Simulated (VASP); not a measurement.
Write the native input for VASP 6.6.1 that does the following.

```
Task                   : single point
Functional             : PBE
Potentials or basis    : VASP PAW PBE potentials, release 64 (V_sv)
Cutoff                 : 500 eV
k mesh                 : 8 × 8 × 8
Occupations            : fermi-dirac, width 0.1 eV
Spin                   : collinear spin, zero start
Starting moments       : [0.0] μB
Dipole correction      : no
Further INCAR settings : ALGO = Normal; EDIFF = 1e-06; NBANDS = 16
```

The structure of V lies in POSCAR:

```
V
1.0
    0.0000000000      1.9147510000      1.9147510000
    1.9147510000      0.0000000000      1.9147510000
    1.9147510000      1.9147510000      0.0000000000
V
1
Direct
    0.0000000000      0.0000000000      0.0000000000
```

One way to write it, as run:

INCAR

```
PREC     = Accurate       # precision mode
ENCUT    = 500            # plane-wave cutoff, eV
EDIFF    = 1E-6           # SCF threshold, eV
ISMEAR   = -1             # smearing method
SIGMA    = 0.1            # smearing width, eV
LREAL    = False          # projectors in reciprocal space
LASPH    = True           # aspherical terms in the spheres
NELM     = 200            # most SCF steps
ALGO     = Normal         # electronic algorithm
ISIF     = 2              # what is computed and relaxed
LWAVE    = False          # write WAVECAR
LCHARG   = False          # write CHGCAR
ISPIN    = 2              # spin polarisation
MAGMOM   = 0              # initial moments
LORBIT   = 11             # projections on sites
LMAXMIX  = 4              # l up to which the mixer works
GGA      = PE             # functional
NBANDS   = 16             # bands
GGA_COMPAT= False
```

KPOINTS

```
regular mesh
0
Gamma
  8 8 8
```

Potentials or basis: VASP PAW PBE potentials, release 64 (V_sv).

Run with:

```bash
$ cat potpaw_PBE.64/V_sv/POTCAR > POTCAR
$ mpirun -np 1 vasp_std > vasp.out
```

Results of the run:

```yaml
Pressure: -1.0 GPa
Net_moment: 0.00 μB per cell
Valence_electrons_inside_the_program's_atomic_spheres: V 11.57
```

Wall time 7 s on 1 thread of AMD EPYC 9R45 96-Core Processor (Zen 5), on a shared host, peak memory 0.1 GiB.
